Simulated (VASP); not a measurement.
# Al: single point with PBE+D3(BJ)

The system is Al.

```
Al
1.0
     0.00000    1.99088    1.99088
     1.99088    0.00000    1.99088
     1.99088    1.99088    0.00000
Al
1
Direct
  0.00000 0.00000 0.00000
```

```
Program                : VASP 6.6.1
Task                   : single point
Functional             : PBE
Dispersion             : D3(BJ)
Potentials or basis    : VASP PAW PBE potentials, release 64 (Al)
Cutoff                 : 500 eV
k mesh                 : 18 × 18 × 18
Occupations            : gaussian, width 0.1 eV
Spin                   : no spin polarisation
Dipole correction      : no
Further INCAR settings : ALGO = Normal; EDIFF = 1e-06; NBANDS = 8
```

- Pressure: 0.0 GPa
- Dispersion energy per atom: -0.352 eV

Levels at points of the mesh, in eV from the Fermi level:
```tsv
k point	band 1	band 2	band 3	band 4
(0.00, 0.00, 0.00)	-11.44	12.87	12.87	12.87
(0.50, 0.00, 0.00)	-4.77	-4.44	11.67	11.67
(0.50, 0.50, 0.00)	-3.03	-1.61	5.27	5.81
```

Wall time 31 s on 1 thread of AMD EPYC 7R13 (shared host), peak memory 0.12 GiB.

Caveat: pairwise dispersion overbinds metals, which lowers pressure and volume.
